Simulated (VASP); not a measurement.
Write the native input for VASP 6.6.1 that does the following.

* Task: electric field gradients
* Functional: PBEsol
* Potentials or basis: VASP PAW PBE potentials, release 64 (Cd, Te)
* Cutoff: 520 eV
* k mesh: 9 × 9 × 6
* Occupations: fermi-dirac, width 0.05 eV
* Spin: no spin polarisation
* Dipole correction: no
* Further INCAR settings: ALGO = Normal; EDIFF = 1e-08; NBANDS = 26

The structure of CdTe lies in POSCAR:

```
CdTe
1.0
    3.0652910000     -3.0946090000      0.0000000000
    3.0652910000      3.0946090000      0.0000000000
    0.0000000000      0.0000000000      6.0297454800
Cd Te
2 2
Direct
    0.2770300000      0.7229700000      0.7500000000
    0.7229700000      0.2770300000      0.2500000000
    0.7661370000      0.2338630000      0.7500000000
    0.2338630000      0.7661370000      0.2500000000
```

This cell differs from its parent crystal: zz strain of -1 %.

The input as run:

INCAR

```
PREC = Accurate ; ENCUT = 520
EDIFF = 1E-8 ; ISMEAR = -1
SIGMA = 0.05 ; LREAL = F
LASPH = T ; NELM = 80
ALGO = Normal ; ISIF = 2
LWAVE = F ; LCHARG = F
GGA = PS ; LEFG = T
NBANDS = 26
```

KPOINTS

```
Automatic mesh
0
Gamma
  9 9 6
```

Potentials or basis: VASP PAW PBE potentials, release 64 (Cd, Te).

Launch:

```sh
$ cat potpaw_PBE.64/Cd/POTCAR potpaw_PBE.64/Te/POTCAR > POTCAR
$ mpirun -np 1 vasp_std > vasp.out
```

It gave:

```json
{"Pressure": "-2.6 GPa", "Largest force": "0.043 eV/Å", "Band gap on the k mesh": "zero (bands 18 and 19 overlap by 1.23 eV)", "Largest electric field gradient by atom": "Cd -11.2; Te -16.3 V/Å²"}
```

Caveat: the cell differs from its parent crystal (zz strain of -1 %); without QUAD_EFG the Cq values of the log hold for a quadrupole moment of 1 mb, not for the nuclei; the PAW data sets were made with another functional, which shifts forces and pressure a little; spin-orbit coupling is left out, which moves the levels of the heavy elements.

It took 2.6 min on 1 thread of Intel(R) Xeon(R) Platinum 8559C (Emerald Rapids) (shared host), peak memory 0.39 GiB.
